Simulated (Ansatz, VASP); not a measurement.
TiSi2: VASP beside Ansatz

Contents of INCAR:

```
SYSTEM = TiSi2
  PREC = Accurate
  ENCUT = 520
  EDIFF = 1E-6
  ISMEAR = -1
  SIGMA = 0.05
  LREAL = .FALSE.
  LASPH = .TRUE.
  NELM = 60
  ALGO = Normal
  ISIF = 2
  LWAVE = .FALSE.
  LCHARG = .TRUE.
  GGA = PS
  LELF = .TRUE.
  LVHAR = .TRUE.
  NBANDS = 29
```

File KPOINTS:

```
regular mesh
0
G
  6 6 6
  0 0 0
```

The input POSCAR:

```
TiSi2
1.0
    1.8357092260     -7.0296527964      0.0000000000
    1.8357092260      7.0296527964      0.0000000000
    0.0000000000      0.0000000000      3.5651739700
Ti Si
2 4
Direct
    0.1031180800      0.8968819200      0.2500000000
    0.8968819200      0.1031180800      0.7500000000
    0.7503148200      0.2496851800      0.2500000000
    0.2496851800      0.7503148200      0.7500000000
    0.4417485500      0.5582514500      0.2500000000
    0.5582514500      0.4417485500      0.7500000000
```

The input input.yaml:

```yaml
crystal:
  lattice:
    - [1.835709226, -7.0296527964, 0.0]
    - [1.835709226, 7.0296527964, 0.0]
    - [0.0, 0.0, 3.56517397]
  atoms:
    - { symbol: Ti, position: [0.10311808, 0.89688192, 0.25] }
    - { symbol: Ti, position: [0.89688192, 0.10311808, 0.75] }
    - { symbol: Si, position: [0.75031482, 0.24968518, 0.25] }
    - { symbol: Si, position: [0.24968518, 0.75031482, 0.75] }
    - { symbol: Si, position: [0.44174855, 0.55825145, 0.25] }
    - { symbol: Si, position: [0.55825145, 0.44174855, 0.75] }
hamiltonian:
  xc: pbesol
  pseudopotentials: { kind: paw }
kpoints:
  mp_grid: { grid: [6, 6, 6] }
scf:
  occupations: { method: fermi_dirac, width: 0.05 }
output:
  forces: true
  stress: true
  eigenvalues: true
```

Alike in both runs: task single point; functional PBEsol; k mesh 6 × 6 × 6; occupations fermi-dirac, width 0.05 eV; no spin polarisation.

```csv
,VASP,Ansatz
version,VASP 6.6.1,Ansatz 0.2.0
potentials or method,"VASP PAW PBE potentials, release 64 (Ti_sv, Si)",Ansatz PAW
plane-wave cutoff (eV),520,420
valence electrons in the cell,40,40
```

```csv
,VASP,Ansatz,Ansatz less VASP
gap on the k mesh at the Fermi level (eV),none,none,-
pressure (GPa),-10.5,-10.7,-0.12
"traceless stress, the component that is largest in VASP (GPa)",3.44,3.40,-0.034
rms of the force components (eV/Å),0.084,0.085,+0.0005
```

VASP's potentials were made for PBE, not for PBEsol. Atom by atom the forces differ by 0.001 eV/Å (rms over components). A gap of «none» marks a metal or a gap that the smearing closes.
